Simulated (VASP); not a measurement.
The system is TaN.

```
Ta N
1.0
     0.00000    2.21132    2.21132
     2.21132    0.00000    2.21132
     2.21132    2.21132    0.00000
Ta N
1 1
Direct
  0.50000 0.50000 0.50000
  0.00000 0.00000 0.00000
```

Base run:

| Property | Result |
| --- | --- |
| Program | VASP 6.6.1 |
| Functional | BLYP |
| Potentials or basis | VASP PAW PBE potentials, release 64 (Ta_pv, N) |
| Cutoff | 520 eV |
| k mesh | 10 × 10 × 10 |
| Occupations | fermi-dirac, width 0.05 eV |
| Spin | no spin polarisation |

Its results: band gap on the k mesh zero (band 8 reaches 11.62 eV, above the bottom of band 9 at 7.81 eV); pressure 12.3 GPa.

Question: The run is repeated on the same cell with these changes: functional from BLYP to PBEsol. What comes out?

Answer: Band gap on the k mesh zero (band 8 reaches 11.03 eV, above the bottom of band 9 at 7.10 eV); pressure -9.9 GPa.

PBEsol binds more tightly than BLYP, so the same cell stands under less pressure.

Caveats: the PAW data sets were made with another functional, which shifts forces and pressure a little; spin-orbit coupling is left out, which moves the levels of the heavy elements.
